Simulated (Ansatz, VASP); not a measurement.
## Two plane-wave programs on ScIn2Se2

Contents of INCAR:

```
ALGO = Normal
EDIFF = 1E-7
ENCUT = 520
GGA = PE
ISIF = 2
ISMEAR = 0
ISPIN = 2
LASPH = T
LCHARG = T
LELF = T
LMAXMIX = 4
LORBIT = 11
LREAL = F
LVHAR = T
LWAVE = F
MAGMOM = 1 0 0 0 0
NBANDS = 36
NELM = 150
PREC = Accurate
SIGMA = 0.1
```

KPOINTS

```
k-points
0
Gamma
  6 6 2
```

Contents of POSCAR:

```
ScIn2Se2
1.0
    3.7332405742      0.0000000000      0.0000000000
   -1.8666202871      3.2330811757      0.0000000000
    0.0000000000      0.0000000000     11.2599930613
Sc In Se
1 2 2
Direct
    0.0000000000      0.0000000000      0.0000000000
    0.6666666667      0.3333333333      0.3604602045
    0.6666666667      0.3333333333      0.6395397955
    0.3333333333      0.6666666667      0.1484148116
    0.3333333333      0.6666666667      0.8515851884
```

Input for Ansatz:

```yaml
crystal:
  lattice:
    - [3.7332405742, 0.0, 0.0]
    - [-1.8666202871, 3.2330811757, 0.0]
    - [0.0, 0.0, 11.2599930613]
  atoms:
    - { symbol: Sc, position: [0.0, 0.0, 0.0], spin: 1.0 }
    - { symbol: In, position: [0.6666666667, 0.3333333333, 0.3604602045] }
    - { symbol: In, position: [0.6666666667, 0.3333333333, 0.6395397955] }
    - { symbol: Se, position: [0.3333333333, 0.6666666667, 0.1484148116] }
    - { symbol: Se, position: [0.3333333333, 0.6666666667, 0.8515851884] }
basis:
  ecutwfc: 420
kpoints:
  mp_grid: { grid: [6, 6, 2] }
hamiltonian:
  xc: pbe
scf:
  occupations: { method: gaussian, width: 0.1 }
  lower_state_search: "off"
output:
  forces: true
  stress: true
  eigenvalues: true
  populations: true
magnetization:
  spin_polarized: true
```

Alike in both runs: task single point; functional PBE; k mesh 6 × 6 × 2; occupations gaussian, width 0.1 eV; collinear spin.

|  | VASP | Ansatz |
| --- | --- | --- |
| version | VASP 6.6.1 | Ansatz 0.2.0 |
| potentials or method | VASP PAW PBE potentials, release 64 (Sc_sv, In_d, Se), cutoff 520 eV | scalar-relativistic, plane waves, PAW |
| valence electrons in the cell | 49 | 69 |

Ansatz gave:

* gap on the k mesh at the Fermi level (eV): none
* pressure (GPa): 0.1
* traceless stress, the component that is largest in VASP (GPa): -0.14
* rms of the force components (eV/Å): 0.012
* net moment per atom (μB): 0.00

Problem. Which values does VASP return?

Solution. gap on the k mesh at the Fermi level (eV): none; pressure (GPa): 0.1; traceless stress, the component that is largest in VASP (GPa): -0.12; rms of the force components (eV/Å): 0.011; net moment per atom (μB): 0.00.

Atom by atom the forces differ by 0.009 eV/Å (rms over components). A gap of «none» marks a metal or a gap that the smearing closes. VASP's potentials hold 49 valence electrons a cell and Ansatz's 69, so a difference there can come from the potentials and not from the codes. Ansatz's warnings: seeded moment not kept.
